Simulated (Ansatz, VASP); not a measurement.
# HgGeCl4 in VASP and in Ansatz

POSCAR

```
HgGeCl4
1.0
   -3.2762017524      3.2762017524      3.6977354718
    3.2762017524     -3.2762017524      3.6977354718
    3.2762017524      3.2762017524     -3.6977354718
Hg Ge Cl
1 1 4
Direct
    0.2500000000      0.7500000000      0.5000000000
    0.0000000000      0.0000000000      0.0000000000
    0.3911789485      0.3817689030      0.5183651410
    0.6182310970      0.1365962380      1.0094100456
    0.8634037620      0.8728138076      0.4816348590
    0.1271861924      0.6088210515     -0.0094100456
```

Contents of INCAR.step1:

```
SYSTEM = HgGeCl4
PREC = Accurate
ENCUT = 550
ISMEAR = -1
SIGMA = 0.03
LREAL = .False.
LASPH = .True.
NELM = 120
NBANDS = 36
GGA = PE
ALGO = Normal
EDIFF = 1E-5
LWAVE = .True.
LCHARG = .False.
GGA_COMPAT = .False.
```

File INCAR.step2:

```
SYSTEM = HgGeCl4
PREC = Accurate
ENCUT = 550
EDIFF = 1E-6
ISMEAR = -1
SIGMA = 0.03
LREAL = .False.
LASPH = .True.
NELM = 120
ALGO = Normal
ISIF = 2
LWAVE = .False.
LCHARG = .True.
METAGGA = R2SCAN
LMIXTAU = .True.
LUSE_VDW = .True.
IVDW_NL = 2
BPARAM = 11.95
CPARAM = 0.0093
LELF = .True.
LVHAR = .True.
NBANDS = 36
ISTART = 1
GGA_COMPAT = .False.
```

KPOINTS

```
Automatic mesh
0
Gamma
  6 6 6
  0 0 0
```

Input for Ansatz:

```yaml
crystal:
  lattice:
    - [-3.2762017524, 3.2762017524, 3.6977354718]
    - [3.2762017524, -3.2762017524, 3.6977354718]
    - [3.2762017524, 3.2762017524, -3.6977354718]
  atoms:
    - { symbol: Hg, position: [0.25, 0.75, 0.5] }
    - { symbol: Ge, position: [0.0, 0.0, 0.0] }
    - { symbol: Cl, position: [0.3911789485, 0.381768903, 0.518365141] }
    - { symbol: Cl, position: [0.618231097, 0.136596238, 1.0094100456] }
    - { symbol: Cl, position: [0.863403762, 0.8728138076, 0.481634859] }
    - { symbol: Cl, position: [0.1271861924, 0.6088210515, -0.0094100456] }
kpoints:
  mp_grid: { grid: [6, 6, 6] }
  band_path:
    path:
      - [0.0, 0.0, 0.0]
      - [0.0, 0.0, 0.5]
      - [0.25, 0.25, 0.25]
      - [0.0, 0.5, 0.0]
      - [0.5, 0.5, -0.5]
      - [0.4462499733, 0.5537500267, -0.4462499733]
      - [-0.4462499733, 0.4462499733, 0.4462499733]
      - [-0.3924999467, 0.3924999467, 0.5]
      - [0.5, 0.5, -0.3924999467]
    npoints: 1
hamiltonian:
  xc: r2scan
  dispersion: rvv10
scf:
  occupations: { method: fermi_dirac, width: 0.03 }
  n_extra_bands: 5
output:
  forces: true
  stress: true
  eigenvalues: true
```

Alike in both runs: task single point; functional r2SCAN; dispersion rVV10; k mesh 6 × 6 × 6; occupations fermi-dirac, width 0.03 eV; no spin polarisation.

|  | VASP | Ansatz |
| --- | --- | --- |
| version | VASP 6.6.1 | Ansatz 0.2.0 |
| potentials or method | VASP PAW PBE potentials, release 64 (Hg, Ge_d, Cl) | plane waves, PAW |
| plane-wave cutoff (eV) | 550 | 500 |
| valence electrons in the cell | 54 | 62 |

```csv
,VASP,Ansatz,Ansatz less VASP
gap on the k mesh at the Fermi level (eV),1.97,1.97,-0.005
pressure (GPa),0.1,0.0,-0.14
"traceless stress, the component that is largest in VASP (GPa)",-0.08,0.00,+0.077
rms of the force components (eV/Å),0.024,0.001,-0.0236
```

VASP's potentials were made for PBE, not for r2SCAN. Atom by atom the forces differ by 0.024 eV/Å (rms over components). VASP's potentials hold 54 valence electrons a cell and Ansatz's 62, so a difference there can come from the potentials and not from the codes.

Spin-orbit coupling is off throughout.
